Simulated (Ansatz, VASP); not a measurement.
## Two plane-wave programs on As

```xyz
4
Lattice="1.8948 -5.2871 -0.0466 1.8535 5.3184 0.0375 0.0103 -0.0357 4.0337" Properties=species:S:1:pos:R:3 pbc="T T T"
As    1.9069    3.9594    0.2180
As    1.9294   -1.1766    1.8273
As    1.9361   -4.2515    3.8287
As    1.9120    1.2505    2.2209
```

Alike in both runs: functional PBEsol; dispersion D3(BJ); k mesh 6 × 6 × 4; occupations gaussian, width 0.1 eV; no spin polarisation.

Ansatz relaxed the structure, and its values are those at the end. VASP's run is a single point on that final structure, the one shown.

|  | VASP | Ansatz |
| --- | --- | --- |
| version | VASP 6.6.1 | Ansatz 0.2.0 |
| potentials or method | VASP PAW PBE potentials, release 64 (As), cutoff 500 eV | scalar-relativistic, plane waves, PAW |
| valence electrons in the cell | 20 | 60 |

Ansatz gave:

- gap on the k mesh at the Fermi level (eV): 0.43
- least direct gap on the mesh (eV): 0.59
- pressure (GPa): 0.0
- rms of the force components (eV/Å): 0.019

Question: Which values does VASP return?

Answer: gap on the k mesh at the Fermi level (eV): 0.42; least direct gap on the mesh (eV): 0.58; pressure (GPa): 0.6; rms of the force components (eV/Å): 0.055.

VASP's potentials were made for PBE, not for PBEsol. VASP's potentials hold 20 valence electrons a cell and Ansatz's 60, so a difference there can come from the potentials and not from the codes.
